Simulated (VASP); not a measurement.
# TiC (Khamrabaevite) in VASP: notebook, part 2 of 2

VASP 6.6.1. The steps go on from the part before.

## Step 5: Single point, PBE (volume scaled by 0.96, then relaxed in part)

The input, INCAR:

```
PREC = Accurate
ENCUT = 520
EDIFF = 1E-6
ISMEAR = -1
SIGMA = 0.05
LREAL = False
LASPH = True
NELM = 80
ALGO = Normal
ISIF = 2
LWAVE = False
LCHARG = False
GGA = PE
NBANDS = 15
```

The input, KPOINTS:

```
regular mesh
0
Gamma
  18 18 18
```

The input, POSCAR:

```
TiC
1.0
    0.0000000000      2.1347531715      2.1347531715
    2.1347531715      0.0000000000      2.1347531715
    2.1347531715      2.1347531715      0.0000000000
Ti C
1 1
Direct
    0.0000000000      0.0000000000      0.0000000000
    0.5000000000      0.5000000000      0.5000000000
```

Potentials or basis: VASP PAW PBE potentials, release 64 (Ti_sv, C).

Command:

```
cat potpaw_PBE.64/Ti_sv/POTCAR potpaw_PBE.64/C/POTCAR > POTCAR
mpirun -np 1 vasp_std > vasp.out
```

OUTCAR:

```text
PREC = Accurate
   ENCUT = 520
   EDIFF = 1E-6
   ISMEAR = -1
   LREAL = False
   LASPH = True
   NELM = 80
   ISIF = 2
   GGA = PE

 ion  position               nearest neighbor table
   1  0.000  0.000  0.000-   2 2.13   2 2.13   2 2.13   2 2.13   2 2.13   2 2.13
   2  0.500  0.500  0.500-   1 2.13   1 2.13   1 2.13   1 2.13   1 2.13   1 2.13

  LATTYP: Found a face centered cubic cell.
 ALAT       =     4.2695063430

  Lattice vectors:

 A1 = (   0.0000000000,   2.1347531715,   2.1347531715)
 A2 = (   2.1347531715,   0.0000000000,   2.1347531715)
 A3 = (   2.1347531715,   2.1347531715,   0.0000000000)

Analysis of symmetry for initial positions (statically):
=====================================================================
 Subroutine PRICEL returns:
 Original cell was already a primitive cell.

 Routine SETGRP: Setting up the symmetry group for a
 face centered cubic supercell.

 Subroutine GETGRP returns: Found 48 space group operations
 (whereof 48 operations were pure point group operations)
 out of a pool of 48 trial point group operations.

The static configuration has the point symmetry O_h .

Analysis of symmetry for dynamics (positions and initial velocities):
=====================================================================
 Subroutine PRICEL returns:
 Original cell was already a primitive cell.

 Routine SETGRP: Setting up the symmetry group for a
 face centered cubic supercell.

 Subroutine GETGRP returns: Found 48 space group operations
 (whereof 48 operations were pure point group operations)
 out of a pool of 48 trial point group operations.

The dynamic configuration has the point symmetry O_h .

 Subroutine INISYM returns: Found 48 space group operations
 (whereof 48 operations are pure point group operations),
 and found     1 'primitive' translations

----------------------------------------------------------------------------------------

                                     Primitive cell
[... 119 lines left out ...]
   IVDW    =     0    specifies the selected vdW correction
   LEPSILON=     F    determine dielectric tensor
   LRPA    =     F    only Hartree local field effects (RPA)
 non-spin polarized calculation
  energy-cutoff  :      520.00
  volume of cell :       19.46
 maximum number of plane-waves:       544
   NGX = 11   NGY = 11   NGZ = 11

 number of electron      16.0000004 magnetization

 Free energy of the ion-electron system (eV)
  ---------------------------------------------------
  ext. energy  EPLUGINS =         0.00000000
  ---------------------------------------------------
  free energy    TOTEN  =       -18.67680880 eV

  energy without entropy =      -18.67433511  energy(sigma->0) =      -18.67557196

 E-fermi :   9.9361     XC(G=0): -12.9233

 val. band max:        9.9299685234   @ k =   0.5000   0.5000   0.0000
 cond. band min:       9.9476644776   @ k =   0.4444   0.3889   0.0000
 fundamental gap:      0.0176959542
 Fermi energy:         9.9360622805

 k-point     1 :       0.0000    0.0000    0.0000
  band No.  band energies     occupation
      1     -46.5362      2.00000
      2     -22.5355      2.00000
      3     -22.5355      2.00000
      4     -22.5355      2.00000
      5      -2.6706      2.00000
      6      10.6362      0.00000
      7      10.6362      0.00000
      8      10.6362      0.00000
      9      11.6615      0.00000
     10      11.6615      0.00000
     11      11.6615      0.00000
     12      11.7339      0.00000
     13      11.7339      0.00000
     14      21.0575      0.00000
[... 401 lines left out ...]
      2     -22.8171      2.00000
      3     -22.5819      2.00000
      4     -22.5539      2.00000
      5      -1.3366      2.00000
      6       7.2032      2.00000
      7       8.0804      2.00000
      8       8.3336      2.00000
      9      11.5196      0.00000
     10      11.9568      0.00000
     11      12.9877      0.00000
     12      15.3408      0.00000
     13      16.4231      0.00000
     14      21.7014      0.00000
     15      24.6079      0.00000

 [... further k-points ...]

------------------------ aborting loop because EDIFF is reached ----------------------------------------

  FORCE on cell =-STRESS in cart. coord.  units (eV):
  Direction    XX          YY          ZZ          XY          YZ          ZX
  --------------------------------------------------------------------------------------
  -------------------------------------------------------------------------------------
  Total        1.4981457      1.4981457      1.4981457      0.0000000     -0.0000000     -0.0000000
  in kB      123.3649107    123.3649107    123.3649107      0.0000000     -0.0000000     -0.0000000
  external PRESSURE =     123.3649107 kB  Pullay stress =       0.0000000 kB

 VOLUME and BASIS-vectors are now :
 -----------------------------------------------------------------------------
  energy-cutoff  :      520.00
  volume of cell :       19.46
      direct lattice vectors                 reciprocal lattice vectors
     0.000000000  2.134753171  2.134753171    -0.234219116  0.234219116  0.234219116
     2.134753171  0.000000000  2.134753171     0.234219116 -0.234219116  0.234219116
     2.134753171  2.134753171  0.000000000     0.234219116  0.234219116 -0.234219116

 POSITION                                       TOTAL-FORCE (eV/Angst)
 -----------------------------------------------------------------------------------
      0.00000      0.00000      0.00000         0.000000      0.000000     -0.000000
      2.13475      2.13475      2.13475        -0.000000     -0.000000      0.000000
 -----------------------------------------------------------------------------------
    total drift:                                0.000000     -0.000000     -0.000000

  FREE ENERGIE OF THE ION-ELECTRON SYSTEM (eV)
  ---------------------------------------------------
  free  energy   TOTEN  =       -18.6768088046 eV

  energy  without entropy=      -18.6743351117  energy(sigma->0) =      -18.67557196
```

stdout:

```text
POSCAR found type information on POSCAR TiC
 POSCAR found :  2 types and       2 ions
 scaLAPACK will be used
 LDA part: xc-table for (Slater+PW92), standard interpolation
 POSCAR, INCAR and KPOINTS ok, starting setup
 FFT: planning ... GRIDC
 FFT: planning ... GRID_SOFT
 FFT: planning ... GRID
 WAVECAR not read
 entering main loop
```

It took 25 s on 1 thread of Intel Xeon 6975P-C, shared host; peak memory 0.18 GiB.

What came out:

```
Free energy            : -18.6768 eV
Pressure               : 12.3 GPa
Band gap on the k mesh : zero (band 8 reaches 10.64 eV, above the bottom of band 9 at 9.51 eV)
```

## Step 6: Overview

| cell | gap on the mesh (eV) | pressure (GPa) |
| --- | --- | --- |
| a = 3.060 Å, angles 60.0°, 2 atoms | none | 1.1 |
| a = 3.107, b = 3.107, c = 3.060 Å, angles 60.5, 60.5, 59.0°, 2 atoms | none | -5.7 |
| a = 2.998 Å, angles 60.0°, 2 atoms | none | 18.8 |
| a = 3.019 Å, angles 60.0°, 2 atoms | none | 12.3 |

Alike in all rows: task single point; level PBE; potentials or basis VASP PAW PBE potentials, release 64 (Ti_sv, C); no spin polarisation; k mesh 18 × 18 × 18; cutoff (eV) 520; smearing fermi-dirac 0.05 eV.

Absolute energies hang on the potentials; compare differences alone.
